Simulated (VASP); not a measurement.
The system is PtSe2 (Sudovikovite).

```xyz
3
Lattice="3.6737 0.0000 0.0000 -1.8368 3.1815 0.0000 0.0000 0.0000 4.9936" Properties=species:S:1:pos:R:3 pbc="T T T"
Pt    0.0000    0.0000    0.0000
Se    1.8368    1.0605    3.7452
Se    0.0000    2.1210    1.2484
```

Base run:

| Property | Result |
| --- | --- |
| Program | VASP 6.6.1 |
| Functional | RPBE |
| Potentials or basis | VASP PAW PBE potentials, release 64 (Pt, Se) |
| Cutoff | 520 eV |
| k mesh | 8 × 8 × 5 |
| Occupations | fermi-dirac, width 0.05 eV |
| Spin | no spin polarisation |

Its results: band gap on the k mesh zero (band 11 reaches 7.63 eV, above the bottom of band 12 at 7.36 eV); pressure 16.4 GPa; largest force 1.212 eV/Å.

**Question.** After a change of settings the same cell gave: band gap on the k mesh zero (band 11 reaches 7.63 eV, above the bottom of band 12 at 7.36 eV); pressure -5.2 GPa; largest force 0.900 eV/Å. Which change was it?
A. functional from RPBE to LDA; potentials or basis from VASP PAW PBE potentials, release 64 (Pt, Se) to VASP PAW LDA potentials, release 64 (Pt, Se)
B. functional from RPBE to r2SCAN
C. functional from RPBE to PBEsol
D. dispersion from none to D3(BJ)

**Answer.** D.

Dispersion adds attraction, which lowers the pressure at fixed volume and, as a term added to the energy, leaves the levels alone.

Caveats: the PAW data sets were made with another functional, which shifts forces and pressure a little; spin-orbit coupling is left out, which moves the levels of the heavy elements; pairwise dispersion overbinds metals, which lowers pressure and volume (some runs).
